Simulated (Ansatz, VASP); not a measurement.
Al in VASP and in Ansatz

File INCAR:

```
SYSTEM = Al
PREC = Accurate
ENCUT = 520
EDIFF = 1E-8
ISMEAR = -1
SIGMA = 0.05
LREAL = .False.
LASPH = .True.
NELM = 100
ALGO = Normal
ISIF = 2
LWAVE = .False.
LCHARG = .False.
GGA = PE
LEFG = .True.
NBANDS = 8
```

The input KPOINTS:

```
regular mesh
0
Gamma
  14 14 14
  0 0 0
```

The input POSCAR:

```
Al
1.0
    0.0000000000      2.0239800000      1.9835004000
    2.0239800000      0.0000000000      1.9835004000
    2.0239800000      2.0239800000      0.0000000000
Al
1
Direct
    0.0000000000      0.0000000000      0.0000000000
```

Input for Ansatz:

```yaml
crystal:
  lattice:
    - [0.0, 2.02398, 1.9835004]
    - [2.02398, 0.0, 1.9835004]
    - [2.02398, 2.02398, 0.0]
  atoms:
    - { symbol: Al, position: [0.0, 0.0, 0.0] }
kpoints:
  mp_grid: { grid: [14, 14, 14] }
scf:
  occupations: { method: fermi_dirac, width: 0.05 }
hamiltonian:
  xc: pbe
  pseudopotentials: { kind: all_electron, datasets: crystal }
output:
  forces: true
  stress: true
  eigenvalues: true
  efg: { contact_densities: true }
```

Change from the starting cell: zz strain of -2 %, crystal datasets.

Alike in both runs: task electric field gradients; functional PBE; k mesh 14 × 14 × 14; occupations fermi-dirac, width 0.05 eV; no spin polarisation.

|  | VASP | Ansatz |
| --- | --- | --- |
| version | VASP 6.6.1 | Ansatz 0.2.0 |
| potentials or method | VASP PAW PBE potentials, release 64 (Al), cutoff 520 eV | all-electron PAW with datasets made for the crystal, scalar-relativistic |

|  | VASP | Ansatz | Ansatz less VASP |
| --- | --- | --- | --- |
| pressure (GPa) | 1.0 | 1.0 | +0.03 |
| traceless stress, the component that is largest in VASP (GPa) | 0.88 | 0.88 | 0.000 |
| size of Vzz on the site where it differs most (V/Å²) | 0.9 | 0.8 | -0.10 |

Ansatz ran all-electron here, and VASP with PAW potentials.
